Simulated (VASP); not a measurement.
Write the native input for VASP 6.6.1 that does the following.

```yaml
Task: relaxation of shape and atoms at fixed volume
Functional: PBE
Potentials_or_basis: VASP PAW PBE potentials, release 64 (Pb_d)
Cutoff: 600 eV
k_mesh: 10 × 10 × 3
Occupations: fermi-dirac, width 0.1 eV
Spin: no spin polarisation
Dipole_correction: no
Further_INCAR_settings: ALGO = Normal; EDIFF = 1e-06; IBRION = 2; EDIFFG = -0.005; NSW = 50; ISIF = 4
```

The structure of Pb lies in POSCAR:

```
Pb
1.0
    3.5128040943      0.0000000000      0.0000000000
   -1.7564020472      3.0421775842      0.0000000000
    0.0000000000      0.0000000000     11.3518932077
Pb
4
Direct
    0.0000000000      0.0000000000      0.0000000000
    0.0000000000      0.0000000000      0.5000000000
    0.3333333333      0.6666666667      0.2500000000
    0.6666666667      0.3333333333      0.7500000000
```

This isn't the form of Pb at room conditions, which is fcc.

One way to write it, as run:

INCAR

```
PREC = Accurate
ENCUT = 600
EDIFF = 1E-6
ISMEAR = -1
SIGMA = 0.1
LREAL = F
LASPH = T
NELM = 80
ALGO = Normal
ISIF = 4
LWAVE = F
LCHARG = F
GGA = PE
IBRION = 2
NSW = 50
EDIFFG = -0.005
```

KPOINTS

```
Automatic mesh
0
Gamma
  10 10 3
```

Potentials or basis: VASP PAW PBE potentials, release 64 (Pb_d).

Command:

```console
$ cat potpaw_PBE.64/Pb_d/POTCAR > POTCAR
$ mpirun -np 1 vasp_std > vasp.out
```

It gave:

- Energy gained by relaxing: 0.0 meV/atom
- Ionic steps: 3
- Pressure after relaxing: 2.3 GPa
- Band gap on the k mesh: zero (bands 28 and 29 overlap by 7.08 eV)

Caveat: spin-orbit coupling is left out, which moves the levels of the heavy elements.

It took 110 s on 1 thread of Intel(R) Xeon(R) 6975P-C (Granite Rapids), with other jobs on the host, peak memory 0.31 GiB.
